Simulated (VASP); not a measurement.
MnO2:

```xyz
6
Lattice="2.9042 0.0000 0.0000 0.0000 3.8448 0.0000 0.0000 0.0000 6.1643" Properties=species:S:1:pos:R:3 pbc="T T T"
Mn    1.4521    1.9224    2.1162
Mn    0.0000    0.0000    4.0481
O     1.4521    0.0000    5.1630
O     0.0000    1.9224    1.0013
O     1.4521    0.0000    2.6001
O     0.0000    1.9224    3.5642
```

Base run:

```yaml
Program: VASP 6.6.1
Functional: PBEsol
Potentials_or_basis: VASP PAW PBE potentials, release 64 (Mn_pv, O)
Cutoff: 520 eV
k_mesh: 9 × 7 × 5
Occupations: fermi-dirac, width 0.05 eV
Spin: collinear spin, antiferromagnetic start
Starting_moments: "[4.0, -4.0, 0.0, 0.0, 0.0, 0.0] μB"
```

Its results: net moment 0.00 μB per cell; site moments Mn +2.72, -2.72; O -0.13, +0.13, -0.00, +0.00 μB.

Q: The run is repeated on the same cell with these changes: spin from collinear spin, antiferromagnetic start to collinear spin, ferromagnetic start; moments at the start from [4.0, -4.0, 0.0, 0.0, 0.0, 0.0] to [4.0, 4.0, 0.0, 0.0, 0.0, 0.0]. What comes out?

A: Net moment 6.00 μB per cell; site moments Mn +2.79; O +0.11, -0.01 (each value once) μB.

Caveats: the cell stands under tension (at least some runs).
